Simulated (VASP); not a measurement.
Input of a VASP 6.6.1 run:

Contents of INCAR:

```
PREC = Accurate ; ENCUT = 520
EDIFF = 1E-7 ; ISMEAR = 0
SIGMA = 0.15 ; LREAL = False
LASPH = True ; NELM = 60
ALGO = Fast ; ISIF = 2
LWAVE = False ; LCHARG = False
GGA = PS ; NBANDS = 16
```

File KPOINTS:

```
regular mesh
0
Gamma
  20 20 20
```

POSCAR

```
AlRu
1.0
    3.0657000565      0.0000000000      0.0000000000
    0.0000000000      3.0657000565      0.0000000000
    0.0000000000      0.0000000000      2.9764078218
Al Ru
1 1
Direct
    0.0000000000      0.0000000000      0.0000000000
    0.5000000000      0.5000000000      0.5000000000
```

Potentials or basis: VASP PAW PBE potentials, release 64 (Al, Ru_pv).

The run is started by

```bash
$ cat potpaw_PBE.64/Al/POTCAR potpaw_PBE.64/Ru_pv/POTCAR > POTCAR
$ mpirun -np 1 vasp_std > vasp.out
```

Problem. Predict the band gap on the k mesh.

Solution. Zero (an odd number of electrons rules out a gap without spin polarisation).

Problem. What does it give for the pressure?

Solution. -11.3 GPa.

Stress tensor (GPa, compression positive):
```
-12.80   0.00   0.00
  0.00 -12.80   0.00
  0.00   0.00  -8.27
```

Caveat: the cell differs from its parent crystal (strain +0.030 along x and y, +0.000 along z); the cell stands under tension; the PAW data sets were made with another functional, which shifts forces and pressure a little.
